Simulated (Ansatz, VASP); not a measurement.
**Zr: VASP beside Ansatz**

```
Zr
1.0
     0.00000    2.29005    2.29005
     2.29005    0.00000    2.29005
     2.29005    2.29005    0.00000
Zr
1
Direct
  0.00000 0.00000 0.00000
```

Alike in both runs: functional BLYP; k mesh 12 × 12 × 12; occupations fermi-dirac, width 0.1 eV; no spin polarisation.

Ansatz relaxed the structure, and its values are those at the end. VASP's run is a single point on that final structure, the one shown.

```csv
,VASP,Ansatz
version,VASP 6.6.1,Ansatz 0.2.0
potentials or method,"VASP PAW PBE potentials, release 64 (Zr_sv), cutoff 520 eV","plane waves (420 eV) with PAW, scalar-relativistic"
valence electrons in the cell,12,12
```

|  | VASP | Ansatz | Ansatz less VASP |
| --- | --- | --- | --- |
| pressure (GPa) | 0.1 | 0.0 | -0.12 |

VASP's potentials were made for PBE, not for BLYP. The functional is the same, so the differences come from potentials, cutoffs and numerics.
